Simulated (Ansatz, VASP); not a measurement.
# InSb3: VASP beside Ansatz

```
CELL_PARAMETERS angstrom
4.78875 0.00000 0.00000
0.00000 4.78875 0.00000
0.00000 0.00000 4.24139
ATOMIC_POSITIONS crystal
In 0.00000 0.00000 0.00000
Sb 0.50000 0.00000 0.50000
Sb 0.00000 0.50000 0.50000
Sb 0.50000 0.50000 0.00000
```

Alike in both runs: task single point; functional PBEsol; k mesh 10 × 10 × 10; occupations gaussian, width 0.15 eV; no spin polarisation.

|  | VASP | Ansatz |
| --- | --- | --- |
| version | VASP 6.6.1 | Ansatz 0.2.0 |
| potentials or method | VASP PAW PBE potentials, release 64 (In_d, Sb), cutoff 520 eV | scalar-relativistic, plane waves, PAW |
| valence electrons in the cell | 28 | 58 |

|  | VASP | Ansatz | Ansatz less VASP |
| --- | --- | --- | --- |
| gap on the k mesh at the Fermi level (eV) | none | none | - |
| pressure (GPa) | 5.9 | 5.9 | -0.06 |
| traceless stress, the component that is largest in VASP (GPa) | -0.84 | -0.84 | -0.006 |

VASP's potentials were made for PBE, not for PBEsol, and Ansatz warns of the same on its side. A gap of «none» marks a metal or a gap that the smearing closes. VASP's potentials hold 28 valence electrons a cell and Ansatz's 58, so a difference there can come from the potentials and not from the codes.

Neither program's run includes spin-orbit coupling.
